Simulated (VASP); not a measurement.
The system is BaS.

```xyz
2
Lattice="0.0000 3.1938 3.1938 3.1938 0.0000 3.1938 3.1938 3.1938 0.0000" Properties=species:S:1:pos:R:3 pbc="T T T"
Ba    3.1938    3.1938    3.1938
S     0.0000    0.0000    0.0000
```

Base run:

```yaml
Program: VASP 6.6.1
Functional: revPBE
Dispersion: D3(BJ)
Potentials_or_basis: VASP PAW PBE potentials, release 64 (Ba_sv, S)
Cutoff: 520 eV
k_mesh: 6 × 6 × 6
Occupations: gaussian, width 0.05 eV
Spin: no spin polarisation
```

Its results: band gap on the k mesh 2.21 eV, indirect (least direct gap 2.35 eV); pressure 0.0 GPa.

**Question.** The run is repeated on the same cell with these changes: functional from revPBE to RPBE; dispersion from D3(BJ) to D4. What comes out?

**Answer.** Band gap on the k mesh 2.25 eV, indirect (least direct gap 2.38 eV); pressure 1.1 GPa.

Several settings changed at once, so the effect can't be laid on one alone.

Caveats: the PAW data sets were made with another functional, which shifts forces and pressure a little; spin-orbit coupling is left out, which moves the levels of the heavy elements.

A k mesh can miss the band edges.
